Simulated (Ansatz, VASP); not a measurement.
## One calculation of CdO2, two programs

Contents of INCAR:

```
PREC = Accurate
ENCUT = 700
EDIFF = 1E-6
ISMEAR = -1
SIGMA = 0.1
LREAL = False
LASPH = True
NELM = 120
ALGO = Normal
ISIF = 2
LWAVE = False
LCHARG = False
GGA = PS
NBANDS = 23
GGA_COMPAT = False
```

The input KPOINTS:

```
regular mesh
0
Gamma
  5 5 4
```

File POSCAR:

```
CdO2
1.0
    3.4762295800      0.0000000000      0.0000000000
   -1.7381147900      3.0105031257      0.0000000000
    0.0000000000      0.0000000000      4.1480760000
Cd O
1 2
Direct
    0.0000000000      0.0000000000      0.0000000000
    0.6666666667      0.3333333333      0.7557810000
    0.3333333333      0.6666666667      0.2442190000
```

Input for Ansatz:

```yaml
crystal:
  lattice:
    a: 3.47622958
    b: 3.47622958
    c: 4.148076
    alpha: 90.0
    beta: 90.0
    gamma: 120.0
  space_group: 164
  atoms:
    - { symbol: Cd, position: [0.0, 0.0, 0.0] }
    - { symbol: O, position: [0.6666666666666666, 0.3333333333333333, 0.755781] }
kpoints:
  mp_grid:
    grid: [5, 5, 4]
hamiltonian:
  xc: pbesol
scf:
  occupations:
    method: fermi_dirac
    width: 0.1
output:
  forces: true
  stress: true
```

Alike in both runs: task single point; functional PBEsol; k mesh 5 × 5 × 4; occupations fermi-dirac, width 0.1 eV; no spin polarisation.

|  | VASP | Ansatz |
| --- | --- | --- |
| version | VASP 6.6.1 | Ansatz 0.2.0 |
| potentials or method | VASP PAW PBE potentials, release 64 (Cd_sv_GW, O) | plane waves, PAW |
| plane-wave cutoff (eV) | 700 | 420 |
| valence electrons in the cell | 32 | 32 |

Ansatz gave:

- pressure (GPa): -10.4
- traceless stress, the component that is largest in VASP (GPa): 1.76
- rms of the force components (eV/Å): 0.154

**Question.** What did VASP give for the same quantities?

**Answer.** Pressure (GPa): -10.5; traceless stress, the component that is largest in VASP (GPa): 1.64; rms of the force components (eV/Å): 0.149.

VASP's potentials were made for PBE, not for PBEsol. Atom by atom the forces differ by 0.005 eV/Å (rms over components).

The k mesh is coarse, so the values compare programs but aren't converged.
